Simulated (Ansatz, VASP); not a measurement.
## NaCl in VASP and in Ansatz

```xyz
2
Lattice="-0.0854 3.0019 3.0019 3.0019 -0.0854 3.0019 3.0019 3.0019 -0.0854" Properties=species:S:1:pos:R:3 pbc="T T T"
Na   -0.0216   -0.0216   -0.0216
Cl    1.5011    1.5011    1.5011
```

Change from the starting cell: shear_111 strain -4.2%.

Alike in both runs: task single point; functional r2SCAN; k mesh 8 × 8 × 8; no spin polarisation.

|  | VASP | Ansatz |
| --- | --- | --- |
| version | VASP 6.6.1 | Ansatz 0.2.0 |
| potentials or method | VASP PAW PBE potentials, release 64 (Na_pv, Cl) | plane waves, PAW |
| plane-wave cutoff (eV) | 520 | 500 |
| occupations | gaussian, width 0.01 eV | fixed |
| valence electrons in the cell | 14 | 16 |

|  | VASP | Ansatz | Ansatz less VASP |
| --- | --- | --- | --- |
| gap on the k mesh at the Fermi level (eV) | 5.58 | 5.57 | -0.014 |
| pressure (GPa) | 0.7 | 0.9 | +0.11 |
| traceless stress, the component that is largest in VASP (GPa) | 0.10 | 0.11 | +0.004 |
| rms of the force components (eV/Å) | 0.005 | 0.000 | -0.0045 |

VASP's potentials were made for PBE, not for r2SCAN. Atom by atom the forces differ by 0.005 eV/Å (rms over components). VASP's potentials hold 14 valence electrons a cell and Ansatz's 16, so a difference there can come from the potentials and not from the codes.
